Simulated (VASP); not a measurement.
# AlNi2 (P-3m1) in VASP: further runs

AlNi2 is run at these levels: LDA; tasks: single point.

Everything below comes from runs of VASP 6.6.1. Logs are shortened: lines on timing, memory, paths and dates and some standing lists are left out, and cuts for length are marked.

**1. The cell of the first run**

Symmetry: P-3m1, No. 164, trigonal system. The conventional cell has a = 3.932 Å, b = 3.932 Å, c = 4.854 Å, α = 90.00°, β = 90.00°, γ = 120.00°. Within 3.1 Å of Al (site symmetry 3m) lie 11 Ni at 2.34 to 2.71 Å and 3 Al at 2.95 Å. Within 3.1 Å of Ni (site symmetry 3m) lie 5 Al at 2.34 to 2.45 Å and 9 Ni at 2.45 to 2.92 Å. Within 3.2 Å of Ni (site symmetry -3m) lie 8 Ni at 2.43 to 2.45 Å and 6 Al at 2.71 Å. Ni (site symmetry -3m) has 8 Ni at 2.43 to 2.73 Å and 6 Al at 2.46 Å within 3.2 Å.

**2. Single point, LDA**

Contents of INCAR:

```
PREC = Accurate
ENCUT = 520
EDIFF = 1E-6
ISMEAR = 0
SIGMA = 0.1
LREAL = False
LASPH = True
NELM = 80
ALGO = Fast
ISIF = 2
LWAVE = False
LCHARG = False
NBANDS = 32
```

Contents of KPOINTS:

```
Automatic mesh
0
Gamma
  12 12 8
```

Contents of POSCAR:

```
AlNi2
1.0
    3.9320071485      0.0000000000      0.0000000000
   -1.9660035743      3.4052180785      0.0000000000
    0.0000000000      0.0000000000      4.8541419227
Al Ni
2 4
Direct
    0.3333333333      0.6666666667      0.1935710408
    0.6666666667      0.3333333333      0.8064289592
    0.3333333333      0.6666666667      0.6884433536
    0.6666666667      0.3333333333      0.3115566464
    0.0000000000      0.0000000000      0.5000000000
    0.0000000000      0.0000000000      0.0000000000
```

Potentials or basis: VASP PAW LDA potentials, release 64 (Al, Ni).

The run is started by

```sh
$ cat potpaw_LDA.64/Al/POTCAR potpaw_LDA.64/Ni/POTCAR > POTCAR
$ mpirun -np 1 vasp_std > vasp.out
```

OUTCAR:

```text
PREC = Accurate
   ENCUT = 520
   EDIFF = 1E-6
   ISMEAR = 0
   LREAL = False
   LASPH = True
   NELM = 80
   ISIF = 2

 ion  position               nearest neighbor table
   1  0.333  0.667  0.194-   4 2.34   4 2.34   4 2.34   3 2.40   3 2.45   6 2.46   6 2.46   6 2.46
                             5 2.71   5 2.71   5 2.71   2 2.95   2 2.95   2 2.95
   2  0.667  0.333  0.806-   3 2.34   3 2.34   3 2.34   4 2.40   4 2.45   6 2.46   6 2.46   6 2.46
                             5 2.71   5 2.71   5 2.71   1 2.95   1 2.95   1 2.95
   3  0.333  0.667  0.688-   2 2.34   2 2.34   2 2.34   1 2.40   5 2.45   5 2.45   5 2.45   1 2.45
                             6 2.73   6 2.73   6 2.73   4 2.92   4 2.92   4 2.92
   4  0.667  0.333  0.312-   1 2.34   1 2.34   1 2.34   2 2.40   5 2.45   5 2.45   5 2.45   2 2.45
                             6 2.73   6 2.73   6 2.73   3 2.92   3 2.92   3 2.92
   5  0.000  0.000  0.500-   6 2.43   6 2.43   3 2.45   4 2.45   4 2.45   3 2.45   4 2.45   3 2.45
                             1 2.71   2 2.71   1 2.71   2 2.71   2 2.71   1 2.71
   6  0.000  0.000  0.000-   5 2.43   5 2.43   1 2.46   2 2.46   2 2.46   1 2.46   2 2.46   1 2.46
                             3 2.73   4 2.73   4 2.73   3 2.73   3 2.73   4 2.73

  LATTYP: Found a hexagonal cell.
 ALAT       =     3.9320071485
 C/A-ratio  =     1.2345201164

  Lattice vectors:

 A1 = (   3.9320071485,   0.0000000000,   0.0000000000)
 A2 = (  -1.9660035743,   3.4052180785,   0.0000000000)
 A3 = (   0.0000000000,   0.0000000000,   4.8541419227)

Analysis of symmetry for initial positions (statically):
=====================================================================
 Subroutine PRICEL returns:
 Original cell was already a primitive cell.

 Routine SETGRP: Setting up the symmetry group for a
 hexagonal supercell.

 Subroutine GETGRP returns: Found 12 space group operations
 (whereof 12 operations were pure point group operations)
 out of a pool of 24 trial point group operations.

The static configuration has the point symmetry D_3d.

Analysis of symmetry for dynamics (positions and initial velocities):
=====================================================================
 Subroutine PRICEL returns:
 Original cell was already a primitive cell.

 Routine SETGRP: Setting up the symmetry group for a
 hexagonal supercell.

 Subroutine GETGRP returns: Found 12 space group operations
 (whereof 12 operations were pure point group operations)
 out of a pool of 24 trial point group operations.

The dynamic configuration has the point symmetry D_3d.

 Subroutine INISYM returns: Found 12 space group operations
[... 110 lines left out ...]
   NFREE  =      0    steps in history (QN), initial steepest desc. (CG)
   ISIF   =      2    stress and relaxation
   ISYM   =      2    0-nonsym 1-usesym 2-fastsym
   POTIM  = 0.5000    time-step for ionic-motion
   TEBEG  =    0.0;   TEEND  =   0.0 temperature during run
   PSTRESS=    0.0 pullay stress
   NELECT =      46.0000    total number of electrons
   NUPDOWN=      -1.0000    fix difference up-down
   EMIN   =  10.00;   EMAX   =-10.00  energy-range for DOS
   EFERMI =   0.00;   METHOD = LEGACY
   ISMEAR =     0;   SIGMA  =   0.10  broadening in eV -4-tet -1-fermi 0-gaus
   EFERMI_NEDOS =   21; number of points for ismear=-14 and -15
   IALGO  =     68    algorithm
   IMIX   =      4    mixing-type and parameters
     AMIX     =   0.40;   BMIX     =  1.00
     AMIX_MAG =   1.60;   BMIX_MAG =  1.00
  volume/ion in A,a.u.               =      10.83        73.10
  Fermi-wavevector in a.u.,A,eV,Ry     =   1.458938  2.756993 28.960007  2.128500
  Thomas-Fermi vector in A             =   2.575564
   LORBIT       =      0    0 simple, 1 ext, 2 COOP (PROOUT), +10 PAW based schemes
   GGA     = CA    functional components
   LHFCALC =     F    Hartree Fock is set to
   AEXX    =    0.0000 exact exchange contribution
   IVDW    =     0    specifies the selected vdW correction
   LEPSILON=     F    determine dielectric tensor
   LRPA    =     F    only Hartree local field effects (RPA)
 non-spin polarized calculation
 RMM-DIIS sequential band-by-band and
 Gauss-broadening in eV      SIGMA  =   0.10
  energy-cutoff  :      520.00
  volume of cell :       64.99
 maximum number of plane-waves:      1788
 NGX is ok and might be reduce to    30
   NGX = 15   NGY = 15   NGZ = 19

 number of electron      46.0000035 magnetization

 Free energy of the ion-electron system (eV)
  ---------------------------------------------------
  ext. energy  EPLUGINS =         0.00000000
  ---------------------------------------------------
  free energy    TOTEN  =       -37.98757037 eV

  energy without entropy =      -37.97485096  energy(sigma->0) =      -37.98121066

 E-fermi :  10.2591     XC(G=0): -13.0624

 val. band max:       10.2497299692   @ k =  -0.1667   0.5000   0.1250
 cond. band min:      10.2630457805   @ k =   0.2500   0.1667   0.2500
 fundamental gap:      0.0133158113
 Fermi energy:        10.2590924319

 k-point     1 :       0.0000    0.0000    0.0000
  band No.  band energies     occupation
      1      -0.5226      2.00000
      2       4.8526      2.00000
      3       5.0406      2.00000
      4       6.2644      2.00000
      5       6.2644      2.00000
      6       6.7599      2.00000
[... 829 lines left out ...]
     31      17.1726      0.00000
     32      17.5719      0.00000

 [... further k-points ...]

------------------------ aborting loop because EDIFF is reached ----------------------------------------

  FORCE on cell =-STRESS in cart. coord.  units (eV):
  Direction    XX          YY          ZZ          XY          YZ          ZX
  --------------------------------------------------------------------------------------
  -------------------------------------------------------------------------------------
  Total        0.0914725      0.0914725      0.0866506     -0.0000000      0.0000000     -0.0000000
  in kB        2.2549111      2.2549111      2.1360463     -0.0000000      0.0000000     -0.0000000
  external PRESSURE =       2.2152895 kB  Pullay stress =       0.0000000 kB

 VOLUME and BASIS-vectors are now :
 -----------------------------------------------------------------------------
  energy-cutoff  :      520.00
  volume of cell :       64.99
      direct lattice vectors                 reciprocal lattice vectors
     3.932007148  0.000000000  0.000000000     0.254323037  0.146833474  0.000000000
    -1.966003574  3.405218078  0.000000000     0.000000000  0.293666948  0.000000000
     0.000000000  0.000000000  4.854141923     0.000000000  0.000000000  0.206009634

 POSITION                                       TOTAL-FORCE (eV/Angst)
 -----------------------------------------------------------------------------------
     -0.00000      2.27015      0.93962         0.000000     -0.000000      0.005551
      1.96600      1.13507      3.91452        -0.000000      0.000000     -0.005551
     -0.00000      2.27015      3.34180        -0.000000      0.000000     -0.013212
      1.96600      1.13507      1.51234        -0.000000     -0.000000      0.013212
      0.00000      0.00000      2.42707        -0.000000      0.000000      0.000000
      0.00000      0.00000      0.00000        -0.000000      0.000000      0.000000
 -----------------------------------------------------------------------------------
    total drift:                                0.000000     -0.000000      0.000000

  FREE ENERGIE OF THE ION-ELECTRON SYSTEM (eV)
  ---------------------------------------------------
  free  energy   TOTEN  =       -37.9875703668 eV

  energy  without entropy=      -37.9748509578  energy(sigma->0) =      -37.98121066
```

stdout:

```text
POSCAR found type information on POSCAR AlNi
 POSCAR found :  2 types and       6 ions
 scaLAPACK will be used
 LDA part: xc-table for (Slater(with rela. corr.)+CA(PZ))
 , standard interpolation
 POSCAR, INCAR and KPOINTS ok, starting setup
 FFT: planning ... GRIDC
 FFT: planning ... GRID_SOFT
 FFT: planning ... GRID
 WAVECAR not read
 entering main loop
```

Run time: 4.2 min. Hardware: 1 thread of Intel Xeon Platinum 8259CL at 2.50GHz (Skylake/Cascade Lake), shared host; peak memory 0.31 GiB.

Results:

```yaml
Free_energy: -37.9876 eV
Pressure: 0.2 GPa
Largest_force: 0.013 eV/Å
Band_gap_on_the_k_mesh: zero (bands 23 and 24 overlap by 4.39 eV)
```

Forces on the atoms (eV/Å):
```
Al   0.000  0.000  0.006
Al   0.000  0.000 -0.006
Ni   0.000  0.000 -0.013
Ni   0.000  0.000  0.013
Ni   0.000  0.000  0.000
Ni   0.000  0.000  0.000
```

Levels at points of the mesh, in eV from the Fermi level:
```csv
k point,band 21,band 22,band 23,band 24,band 25,band 26
"(0.00, 0.00, 0.00)",-0.56,-0.56,0.73,3.26,3.26,4.01
"(0.50, 0.00, 0.00)",-0.79,-0.67,-0.58,-0.33,0.97,1.91
"(0.00, 0.00, 0.50)",-0.73,-0.73,4.00,4.14,4.14,4.39
"(0.50, 0.00, 0.50)",-0.87,-0.67,-0.41,-0.28,1.78,1.91
```

**3. Single point, LDA**

Contents of INCAR:

```
  ALGO = Fast
  EDIFF = 1E-7
  ENCUT = 520
  GGA = CA
  ISIF = 2
  ISMEAR = -1
  LASPH = True
  LCHARG = False
  LREAL = False
  LWAVE = False
  NBANDS = 32
  NELM = 60
  PREC = Accurate
  SIGMA = 0.15
```

Contents of KPOINTS:

```
k-points
0
Gamma
  12 12 8
```

Contents of POSCAR:

```
AlNi2
1.0
    3.9363209034      0.0000000000      0.0000000000
   -1.9681604517      3.4089538998      0.0000000000
    0.0000000000      0.0000000000      4.8518644971
Al Ni
2 4
Direct
    0.3333333333      0.6666666667      0.1923805713
    0.6666666667      0.3333333333      0.8076194287
    0.3333333333      0.6666666667      0.6866474944
    0.6666666667      0.3333333333      0.3133525056
    0.0000000000      0.0000000000      0.5000000000
    0.0000000000      0.0000000000      0.0000000000
```

Potentials or basis: VASP PAW LDA potentials, release 64 (Al, Ni).

The run is started by

```sh
$ cat potpaw_LDA.64/Al/POTCAR potpaw_LDA.64/Ni/POTCAR > POTCAR
$ mpirun -np 1 vasp_std > vasp.out
```

Wall time 4.7 min (1 thread of Intel Xeon Platinum 8259CL at 2.50GHz (Skylake/Cascade Lake), shared host); peak memory 0.31 GiB.

Results (log left out):

| Property | Result |
| --- | --- |
| Free energy | -38.1005 eV |
| Pressure | 0.3 GPa |
| Largest force | 0.012 eV/Å |
| Band gap on the k mesh | zero (bands 23 and 24 overlap by 4.39 eV) |

Forces in eV/Å, atoms in the order of the input:
```
Al   0.000  0.000  0.004
Al   0.000  0.000 -0.004
Ni   0.000  0.000 -0.012
Ni   0.000  0.000  0.012
Ni   0.000  0.000  0.000
Ni   0.000  0.000  0.000
```

Levels at points of the mesh, in eV from the Fermi level:
```csv
k point,band 19,band 20,band 21,band 22,band 23,band 24,band 25,band 26,band 27,band 28
"(0.00, 0.00, 0.00)",-0.74,-0.74,-0.62,-0.62,0.69,3.20,3.20,3.95,3.95,5.01
"(0.50, 0.00, 0.00)",-1.09,-0.89,-0.83,-0.71,-0.63,-0.38,0.96,1.85,3.49,3.99
"(0.00, 0.00, 0.50)",-0.82,-0.82,-0.78,-0.78,3.96,4.08,4.08,4.34,4.34,5.26
"(0.50, 0.00, 0.50)",-1.30,-1.08,-0.90,-0.72,-0.45,-0.32,1.73,1.86,3.47,4.94
```

Spin polarisation is off, so any magnetic state and its effect on volume and gap are missing.
